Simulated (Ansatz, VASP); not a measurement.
# Ge in VASP and in Ansatz

```xyz
3
Lattice="5.0046 0.0000 0.0000 -2.5023 4.3341 0.0000 0.0000 0.0000 2.8075" Properties=species:S:1:pos:R:3 pbc="T T T"
Ge    5.0046    0.0000    0.0000
Ge    0.0000    2.8894    1.4038
Ge    2.5023    1.4447    1.4038
```

Alike in both runs: task single point; functional r2SCAN; k mesh 9 × 9 × 13; occupations fermi-dirac, width 0.1 eV; no spin polarisation.

|  | VASP | Ansatz |
| --- | --- | --- |
| version | VASP 6.6.1 | Ansatz 0.2.0 |
| potentials or method | VASP PAW PBE potentials, release 64 (Ge_d), cutoff 520 eV | plane waves (500 eV) with PAW, scalar-relativistic |
| valence electrons in the cell | 42 | 42 |

|  | VASP | Ansatz | Ansatz less VASP |
| --- | --- | --- | --- |
| pressure (GPa) | -4.6 | -4.5 | +0.13 |
| traceless stress, the component that is largest in VASP (GPa) | 2.29 | 2.28 | -0.005 |

VASP's potentials were made for PBE, not for r2SCAN. The functional is the same, so the differences come from potentials, cutoffs and numerics.
